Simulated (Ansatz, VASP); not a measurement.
TaN in VASP and in Ansatz

INCAR

```
SYSTEM = TaN
  ALGO = Normal
  EDIFF = 1E-7
  ENCUT = 520
  GGA = PE
  ISIF = 2
  ISMEAR = -1
  LASPH = .True.
  LCHARG = .False.
  LREAL = .False.
  LWAVE = .False.
  NBANDS = 24
  NELM = 60
  PREC = Accurate
  SIGMA = 0.01
```

Contents of KPOINTS:

```
k-points
0
Gamma
  9 9 5
  0 0 0
```

Contents of POSCAR:

```
TaN
1.0
    3.1110011123      0.0000000000      0.0000000000
   -1.5555005562      2.6942059945      0.0000000000
    0.0000000000      0.0000000000      4.9400000000
Ta N
2 2
Direct
    0.3333333333      0.6666666667      0.0000000000
    0.6666666667      0.3333333333      0.5000000000
    0.3333333333      0.6666666667      0.3850000000
    0.6666666667      0.3333333333      0.8850000000
```

Input for Ansatz:

```yaml
crystal:
  lattice:
    - [3.1110011123, 0.0, 0.0]
    - [-1.5555005562, 2.6942059945, 0.0]
    - [0.0, 0.0, 4.94]
  atoms:
    - { symbol: Ta, position: [0.3333333333, 0.6666666667, 0.0] }
    - { symbol: Ta, position: [0.6666666667, 0.3333333333, 0.5] }
    - { symbol: "N", position: [0.3333333333, 0.6666666667, 0.385] }
    - { symbol: "N", position: [0.6666666667, 0.3333333333, 0.885] }
kpoints:
  mp_grid: { grid: [9, 9, 5] }
  band_path:
    path:
      - [0.0, 0.0, 0.0]
      - [0.5, 0.0, 0.0]
      - [0.3333333333, 0.3333333333, 0.0]
      - [0.0, 0.0, 0.0]
      - [0.0, 0.0, 0.5]
      - [0.5, 0.0, 0.5]
      - [0.3333333333, 0.3333333333, 0.5]
      - [0.0, 0.0, 0.5]
      - [0.5, 0.0, 0.5]
    npoints: 5
scf:
  occupations: { method: fermi_dirac, width: 0.01 }
hamiltonian:
  xc: pbe
  pseudopotentials: { kind: all_electron, lapw: { basis_error: 0.001 } }
output:
  forces: true
  stress: true
  eigenvalues: true
```

Change from the starting cell: equal xx and yy strain of +2 %.

Alike in both runs: task single point; functional PBE; k mesh 9 × 9 × 5; occupations fermi-dirac, width 0.01 eV; no spin polarisation.

```csv
,VASP,Ansatz
version,VASP 6.6.1,Ansatz 0.2.0
potentials or method,"VASP PAW PBE potentials, release 64 (Ta_pv, N), cutoff 520 eV","all-electron LAPW, scalar-relativistic"
```

|  | VASP | Ansatz | Ansatz less VASP |
| --- | --- | --- | --- |
| pressure (GPa) | 111.9 | 107.6 | -4.31 |
| traceless stress, the component that is largest in VASP (GPa) | -7.74 | -7.46 | +0.287 |
| rms of the force components (eV/Å) | 0.695 | 0.689 | -0.0055 |

Atom by atom the forces differ by 0.005 eV/Å (rms over components). Both programs put the cell under a high pressure, so it lies far from rest at this level. Ansatz ran all-electron here, and VASP with PAW potentials.

Neither program's run includes spin-orbit coupling. Noted on VASP's run: the cell as given lies far from equilibrium.
